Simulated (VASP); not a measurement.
# Mg (P6_3/mmc) in VASP: notebook, part 2 of 2

VASP 6.6.1. Earlier steps stand in the parts before.

**3. Single point, PBE (24.77 Å³/atom)**

This run uses another cell than the first one, of 24.77 Å³/atom.

File INCAR:

```
ALGO = Normal
EDIFF = 1E-7
ENCUT = 520
GGA = PE
ISIF = 2
ISMEAR = -1
LASPH = True
LCHARG = False
LREAL = False
LWAVE = False
NBANDS = 9
NELM = 100
PREC = Accurate
SIGMA = 0.1
```

File KPOINTS:

```
k-points
0
Gamma
  19 19 10
```

File POSCAR:

```
Mg
1.0
    3.2783437481      0.0000000000      0.0000000000
   -1.6391718740      2.8391289682      0.0000000000
    0.0000000000      0.0000000000      5.3227562525
Mg
2
Direct
    0.3333333333      0.6666666667      0.2500000000
    0.6666666667      0.3333333333      0.7500000000
```

Potentials or basis: VASP PAW PBE potentials, release 64 (Mg).

Command:

```
$ cat potpaw_PBE.64/Mg/POTCAR > POTCAR
$ mpirun -np 1 vasp_std > vasp.out
```

OUTCAR:

```text
EDIFF = 1E-7
   ENCUT = 520
   GGA = PE
   ISIF = 2
   ISMEAR = -1
   LASPH = True
   LREAL = False
   NELM = 100
   PREC = Accurate

 ion  position               nearest neighbor table
   1  0.333  0.667  0.250-   2 3.27   2 3.27   2 3.27   2 3.27   2 3.27   2 3.27
   2  0.667  0.333  0.750-   1 3.27   1 3.27   1 3.27   1 3.27   1 3.27   1 3.27

  LATTYP: Found a hexagonal cell.
 ALAT       =     3.2783437481
 C/A-ratio  =     1.6236113908

  Lattice vectors:

 A1 = (   3.2783437481,   0.0000000000,   0.0000000000)
 A2 = (  -1.6391718740,   2.8391289682,   0.0000000000)
 A3 = (   0.0000000000,   0.0000000000,   5.3227562525)

Analysis of symmetry for initial positions (statically):
=====================================================================
 Subroutine PRICEL returns:
 Original cell was already a primitive cell.

 Routine SETGRP: Setting up the symmetry group for a
 hexagonal supercell.

 Subroutine GETGRP returns: Found 24 space group operations
 (whereof 12 operations were pure point group operations)
 out of a pool of 24 trial point group operations.

The static configuration has the point symmetry D_3d.
 The point group associated with its full space group is D_6h.

Analysis of symmetry for dynamics (positions and initial velocities):
=====================================================================
 Subroutine PRICEL returns:
 Original cell was already a primitive cell.

 Routine SETGRP: Setting up the symmetry group for a
 hexagonal supercell.

 Subroutine GETGRP returns: Found 24 space group operations
 (whereof 12 operations were pure point group operations)
 out of a pool of 24 trial point group operations.

The dynamic configuration has the point symmetry D_3d.
 The point group associated with its full space group is D_6h.

 Subroutine INISYM returns: Found 24 space group operations
 (whereof 12 operations are pure point group operations),
 and found     1 'primitive' translations

[... 114 lines left out ...]
     AMIX_MAG =   1.60;   BMIX_MAG =  1.00
  volume/ion in A,a.u.               =      24.77       167.16
  Fermi-wavevector in a.u.,A,eV,Ry     =   0.707570  1.337113  6.811830  0.500655
  Thomas-Fermi vector in A             =   1.793654
   LORBIT       =      0    0 simple, 1 ext, 2 COOP (PROOUT), +10 PAW based schemes
   GGA     = PE    functional components
   LHFCALC =     F    Hartree Fock is set to
   AEXX    =    0.0000 exact exchange contribution
   IVDW    =     0    specifies the selected vdW correction
   LEPSILON=     F    determine dielectric tensor
   LRPA    =     F    only Hartree local field effects (RPA)
 non-spin polarized calculation
  energy-cutoff  :      520.00
  volume of cell :       49.54
 maximum number of plane-waves:      1358
   NGX = 13   NGY = 13   NGZ = 19

 number of electron       4.0000000 magnetization

 Free energy of the ion-electron system (eV)
  ---------------------------------------------------
  ext. energy  EPLUGINS =         0.00000000
  ---------------------------------------------------
  free energy    TOTEN  =        -2.99435242 eV

  energy without entropy =       -2.96354750  energy(sigma->0) =       -2.97894996

 E-fermi :   2.2542     XC(G=0):  -8.2591

 val. band max:        2.2534136456   @ k =   0.3158   0.2632   0.2000
 cond. band min:       2.2629653162   @ k =   0.1053   0.0526   0.1000
 fundamental gap:      0.0095516705
 Fermi energy:         2.2542153900

 k-point     1 :       0.0000    0.0000    0.0000
  band No.  band energies     occupation
      1      -4.3616      2.00000
      2       0.6904      2.00000
      3       1.0012      1.99999
      4      12.7169      0.00000
      5      12.7169      0.00000
      6      12.7533      0.00000
      7      12.7533      0.00000
      8      13.6475      0.00000
      9      14.9837      0.00000
[... 265 lines left out ...]
 k-point    24 :       0.3158    0.1053    0.0000
  band No.  band energies     occupation
      1      -1.7005      2.00000
      2       2.7858      0.00977
      3       3.1730      0.00020
      4       3.8933      0.00000
      5       6.6695      0.00000
      6       7.7520      0.00000
      7       8.5736      0.00000
      8      11.4513      0.00000
      9      12.0247      0.00000

 [... further k-points ...]
[... 5 lines left out ...]
  --------------------------------------------------------------------------------------
  -------------------------------------------------------------------------------------
  Total       -0.7615131     -0.7615131     -0.7361873     -0.0000000      0.0000000      0.0000000
  in kB      -24.6270158    -24.6270158    -23.8079877     -0.0000000      0.0000000      0.0000000
  external PRESSURE =     -24.3540064 kB  Pullay stress =       0.0000000 kB

 VOLUME and BASIS-vectors are now :
 -----------------------------------------------------------------------------
  energy-cutoff  :      520.00
  volume of cell :       49.54
      direct lattice vectors                 reciprocal lattice vectors
     3.278343748  0.000000000  0.000000000     0.305032076  0.176110351  0.000000000
    -1.639171874  2.839128968  0.000000000     0.000000000  0.352220703  0.000000000
     0.000000000  0.000000000  5.322756252     0.000000000  0.000000000  0.187872589

 POSITION                                       TOTAL-FORCE (eV/Angst)
 -----------------------------------------------------------------------------------
     -0.00000      1.89275      1.33069        -0.000000      0.000000      0.000000
      1.63917      0.94638      3.99207         0.000000     -0.000000      0.000000
 -----------------------------------------------------------------------------------
    total drift:                                0.000000     -0.000000      0.000000

  FREE ENERGIE OF THE ION-ELECTRON SYSTEM (eV)
  ---------------------------------------------------
  free  energy   TOTEN  =        -2.9943524204 eV

  energy  without entropy=       -2.9635475004  energy(sigma->0) =       -2.97894996
```

stdout:

```text
POSCAR found type information on POSCAR Mg
 POSCAR found :  1 types and       2 ions
 scaLAPACK will be used
 LDA part: xc-table for (Slater+PW92), standard interpolation
 POSCAR, INCAR and KPOINTS ok, starting setup
 FFT: planning ... GRIDC
 FFT: planning ... GRID_SOFT
 FFT: planning ... GRID
 WAVECAR not read
 entering main loop
```

Run time: 70 s. Hardware: 1 thread of Intel Xeon 8259CL, shared host; peak memory 0.23 GiB.

Results:

```yaml
Free_energy: -2.9944 eV
Pressure: -2.4 GPa
Band_gap_on_the_k_mesh: zero (bands 2 and 3 overlap by 2.19 eV)
```

Stress tensor (GPa, compression positive):
```
-2.46  0.00  0.00
 0.00 -2.46  0.00
 0.00  0.00 -2.38
```

**4. Single point, PBE (25.69 Å³/atom)**

This run uses another cell than the first one, of 25.69 Å³/atom.

File INCAR:

```
PREC     = Accurate       # precision mode
ENCUT    = 520            # plane-wave cutoff, eV
EDIFF    = 1E-6           # SCF threshold, eV
ISMEAR   = -1             # smearing method
SIGMA    = 0.1            # smearing width, eV
LREAL    = F              # projectors in reciprocal space
LASPH    = T              # aspherical terms in the spheres
NELM     = 60             # most SCF steps
ALGO     = Normal         # electronic algorithm
ISIF     = 2              # what is computed and relaxed
LWAVE    = F              # write WAVECAR
LCHARG   = F              # write CHGCAR
GGA      = PE             # functional
NBANDS   = 9              # bands
```

File KPOINTS:

```
Automatic mesh
0
Gamma
  19 19 10
```

File POSCAR:

```
Mg
1.0
    3.3183274905      0.0000000000      0.0000000000
   -1.6591637452      2.8737559049      0.0000000000
    0.0000000000      0.0000000000      5.3876743122
Mg
2
Direct
    0.3333333333      0.6666666667      0.2500000000
    0.6666666667      0.3333333333      0.7500000000
```

Potentials or basis: VASP PAW PBE potentials, release 64 (Mg).

Command:

```
$ cat potpaw_PBE.64/Mg/POTCAR > POTCAR
$ mpirun -np 1 vasp_std > vasp.out
```

OUTCAR:

```text
PREC = Accurate
   ENCUT = 520
   EDIFF = 1E-6
   ISMEAR = -1
   LREAL = F
   LASPH = T
   NELM = 60
   ISIF = 2
   GGA = PE

 ion  position               nearest neighbor table
   1  0.333  0.667  0.250-   2 3.31   2 3.31   2 3.31   2 3.31   2 3.31   2 3.31
   2  0.667  0.333  0.750-   1 3.31   1 3.31   1 3.31   1 3.31   1 3.31   1 3.31

  LATTYP: Found a hexagonal cell.
 ALAT       =     3.3183274905
 C/A-ratio  =     1.6236113909

  Lattice vectors:

 A1 = (   3.3183274905,   0.0000000000,   0.0000000000)
 A2 = (  -1.6591637452,   2.8737559049,   0.0000000000)
 A3 = (   0.0000000000,   0.0000000000,   5.3876743122)

Analysis of symmetry for initial positions (statically):
=====================================================================
 Subroutine PRICEL returns:
 Original cell was already a primitive cell.

 Routine SETGRP: Setting up the symmetry group for a
 hexagonal supercell.

 Subroutine GETGRP returns: Found 24 space group operations
 (whereof 12 operations were pure point group operations)
 out of a pool of 24 trial point group operations.

The static configuration has the point symmetry D_3d.
 The point group associated with its full space group is D_6h.

Analysis of symmetry for dynamics (positions and initial velocities):
=====================================================================
 Subroutine PRICEL returns:
 Original cell was already a primitive cell.

 Routine SETGRP: Setting up the symmetry group for a
 hexagonal supercell.

 Subroutine GETGRP returns: Found 24 space group operations
 (whereof 12 operations were pure point group operations)
 out of a pool of 24 trial point group operations.

The dynamic configuration has the point symmetry D_3d.
 The point group associated with its full space group is D_6h.

 Subroutine INISYM returns: Found 24 space group operations
 (whereof 12 operations are pure point group operations),
 and found     1 'primitive' translations

----------------------------------------------------------------------------------------

                                     Primitive cell

  volume of cell :      51.3772

  direct lattice vectors                    reciprocal lattice vectors
     3.318327491  0.000000000  0.000000000     0.301356633  0.173988333  0.000000000
    -1.659163745  2.873755905  0.000000000     0.000000000  0.347976666  0.000000000
     0.000000000  0.000000000  5.387674312     0.000000000  0.000000000  0.185608844

  length of vectors
     3.318327491  3.318327491  5.387674312     0.347976666  0.347976666  0.185608844

  position of ions in fractional coordinates (direct lattice)
     0.333333333  0.666666667  0.250000000
     0.666666667  0.333333333  0.750000000

  ion indices of the primitive-cell ions
   primitive index   ion index
                 1           1
                 2           2

----------------------------------------------------------------------------------------

 KPOINTS: Automatic mesh

Automatic generation of k-mesh.
 Grid dimensions read from file:
 generate k-points for:   19   19   10

 Generating k-lattice:

  Cartesian coordinates                     Fractional coordinates (reciprocal lattice)
     0.015860875  0.009157281  0.000000000     0.052631579 -0.000000000  0.000000000
     0.000000000  0.018314561  0.000000000     0.000000000  0.052631579  0.000000000
     0.000000000  0.000000000  0.018560884     0.000000000  0.000000000  0.100000000

  Length of vectors
     0.018314561  0.018314561  0.018560884

  Shift w.r.t. Gamma in fractional coordinates (k-lattice)
     0.000000000  0.000000000  0.000000000

 Subroutine IBZKPT returns following result:
 ===========================================

 Found    240 irreducible k-points:

 Following reciprocal coordinates:
            Coordinates               Weight
  0.000000  0.000000  0.000000      1.000000
  0.052632  0.000000  0.000000      6.000000
  0.105263  0.000000  0.000000      6.000000
  0.157895  0.000000  0.000000      6.000000
  0.210526  0.000000  0.000000      6.000000
  0.263158  0.000000  0.000000      6.000000
[... 16 lines left out ...]
  0.263158  0.105263  0.000000     12.000000
  0.315789  0.105263  0.000000     12.000000
 [... further k-points ...]
   k-points           NKPTS =    240   k-points in BZ     NKDIM =    240   number of bands    NBANDS=      9
   number of dos      NEDOS =    301   number of ions     NIONS =      2
   total plane-waves  NPLWV =  31360
   dimension x,y,z NGX =    28 NGY =   28 NGZ =   40
   dimension x,y,z NGXF=    56 NGYF=   56 NGZF=   80
   ions per type =               2
   NGX,Y,Z   is equivalent  to a cutoff of  14.03, 14.03, 12.34 a.u.
   NGXF,Y,Z  is equivalent  to a cutoff of  28.06, 28.06, 24.69 a.u.
 SYSTEM =  unknown system
   PREC   = accura    normal or accurate (medium, high low for compatibility)
   ISTART =      0    job   : 0-new  1-cont  2-samecut
   ICHARG =      2    charge: 1-file 2-atom 10-const
   ISPIN  =      1    spin polarized calculation?
   LNONCOLLINEAR =      F non collinear calculations
   LSORBIT =      F    spin-orbit coupling
   LASPH  =      T    aspherical Exc in radial PAW
   ENCUT  =  520.0 eV  38.22 Ry    6.18 a.u.   6.17  6.17 10.02*2*pi/ulx,y,z
   NELM   =     60;   NELMIN=  2; NELMDL= -5     # of ELM steps
   EDIFF  = 0.1E-05   stopping-criterion for ELM
   LREAL  =      F    real-space projection
   EDIFFG = 0.1E-04   stopping-criterion for IOM
   NSW    =      0    number of steps for IOM
   IBRION =     -1    ionic relax: 0-MD 1-quasi-New 2-CG
   NFREE  =      0    steps in history (QN), initial steepest desc. (CG)
   ISIF   =      2    stress and relaxation
   ISYM   =      2    0-nonsym 1-usesym 2-fastsym
   POTIM  = 0.5000    time-step for ionic-motion
   TEBEG  =    0.0;   TEEND  =   0.0 temperature during run
   PSTRESS=    0.0 pullay stress
   NELECT =       4.0000    total number of electrons
   NUPDOWN=      -1.0000    fix difference up-down
   EMIN   =  10.00;   EMAX   =-10.00  energy-range for DOS
   EFERMI =   0.00;   METHOD = LEGACY
   ISMEAR =    -1;   SIGMA  =   0.10  broadening in eV -4-tet -1-fermi 0-gaus
   EFERMI_NEDOS =   21; number of points for ismear=-14 and -15
   IALGO  =     38    algorithm
   IMIX   =      4    mixing-type and parameters
     AMIX     =   0.40;   BMIX     =  1.00
     AMIX_MAG =   1.60;   BMIX_MAG =  1.00
  volume/ion in A,a.u.               =      25.69       173.36
  Fermi-wavevector in a.u.,A,eV,Ry     =   0.699044  1.321002  6.648662  0.488663
  Thomas-Fermi vector in A             =   1.782815
   LORBIT       =      0    0 simple, 1 ext, 2 COOP (PROOUT), +10 PAW based schemes
   GGA     = PE    functional components
   LHFCALC =     F    Hartree Fock is set to
   AEXX    =    0.0000 exact exchange contribution
   IVDW    =     0    specifies the selected vdW correction
   LEPSILON=     F    determine dielectric tensor
   LRPA    =     F    only Hartree local field effects (RPA)
 non-spin polarized calculation
  energy-cutoff  :      520.00
  volume of cell :       51.38
 maximum number of plane-waves:      1404
 NGX is ok and might be reduce to    28
   NGX = 13   NGY = 13   NGZ = 21

 number of electron       4.0000000 magnetization

 Free energy of the ion-electron system (eV)
  ---------------------------------------------------
  ext. energy  EPLUGINS =         0.00000000
  ---------------------------------------------------
  free energy    TOTEN  =        -2.96131879 eV

  energy without entropy =       -2.92967261  energy(sigma->0) =       -2.94549570

 E-fermi :   2.0796     XC(G=0):  -8.1504

 val. band max:        2.0704445465   @ k =   0.3684   0.0526   0.0000
 cond. band min:       2.0811825771   @ k =   0.1053   0.0526   0.1000
 fundamental gap:      0.0107380306
 Fermi energy:         2.0795601752

 k-point     1 :       0.0000    0.0000    0.0000
  band No.  band energies     occupation
      1      -4.3881      2.00000
      2       0.5741      2.00000
      3       0.8227      1.99999
      4      12.2691      0.00000
      5      12.2691      0.00000
      6      12.3739      0.00000
      7      12.3739      0.00000
      8      13.2713      0.00000
      9      14.4884      0.00000
[... 265 lines left out ...]
 k-point    24 :       0.3158    0.1053    0.0000
  band No.  band energies     occupation
      1      -1.7894      2.00000
      2       2.6150      0.00941
      3       3.0031      0.00020
      4       3.6321      0.00000
      5       6.3966      0.00000
      6       7.4855      0.00000
      7       8.1855      0.00000
      8      11.1119      0.00000
      9      11.5624      0.00000

 [... further k-points ...]
[... 5 lines left out ...]
  --------------------------------------------------------------------------------------
  -------------------------------------------------------------------------------------
  Total       -1.0711639     -1.0711639     -1.0360420     -0.0000000      0.0000000     -0.0000000
  in kB      -33.4038129    -33.4038129    -32.3085528     -0.0000000      0.0000000     -0.0000000
  external PRESSURE =     -33.0387262 kB  Pullay stress =       0.0000000 kB

 VOLUME and BASIS-vectors are now :
 -----------------------------------------------------------------------------
  energy-cutoff  :      520.00
  volume of cell :       51.38
      direct lattice vectors                 reciprocal lattice vectors
     3.318327491  0.000000000  0.000000000     0.301356633  0.173988333  0.000000000
    -1.659163745  2.873755905  0.000000000     0.000000000  0.347976666  0.000000000
     0.000000000  0.000000000  5.387674312     0.000000000  0.000000000  0.185608844

 POSITION                                       TOTAL-FORCE (eV/Angst)
 -----------------------------------------------------------------------------------
     -0.00000      1.91584      1.34692        -0.000000     -0.000000      0.000000
      1.65916      0.95792      4.04076         0.000000      0.000000      0.000000
 -----------------------------------------------------------------------------------
    total drift:                               -0.000000      0.000000     -0.000000

  FREE ENERGIE OF THE ION-ELECTRON SYSTEM (eV)
  ---------------------------------------------------
  free  energy   TOTEN  =        -2.9613187927 eV

  energy  without entropy=       -2.9296726104  energy(sigma->0) =       -2.94549570
```

Wall time 98 s (1 thread of Intel Xeon 8259CL, shared host); peak memory 0.25 GiB.

What came out:

```yaml
Free_energy: -2.9613 eV
Pressure: -3.3 GPa
Band_gap_on_the_k_mesh: zero (bands 2 and 3 overlap by 2.19 eV)
```

Caveat: the cell stands under tension.

**5. Overview**

```csv
cell,gap on the mesh (eV),pressure (GPa)
"a = 3.237, b = 3.237, c = 5.256 Å, angles 90.0, 90.0, 120.0°, 2 atoms",none,-1.4
"a = 3.278, b = 3.278, c = 5.323 Å, angles 90.0, 90.0, 120.0°, 2 atoms",none,-2.4
"a = 3.318, b = 3.318, c = 5.388 Å, angles 90.0, 90.0, 120.0°, 2 atoms",none,-3.3
```

Alike in all rows: task single point; level PBE; potentials or basis VASP PAW PBE potentials, release 64 (Mg); no spin polarisation; k mesh 19 × 19 × 10; cutoff (eV) 520; smearing fermi-dirac 0.1 eV.

Caveats: the cell stands under tension (at least some runs).

Absolute energies hang on the potentials; compare differences alone.
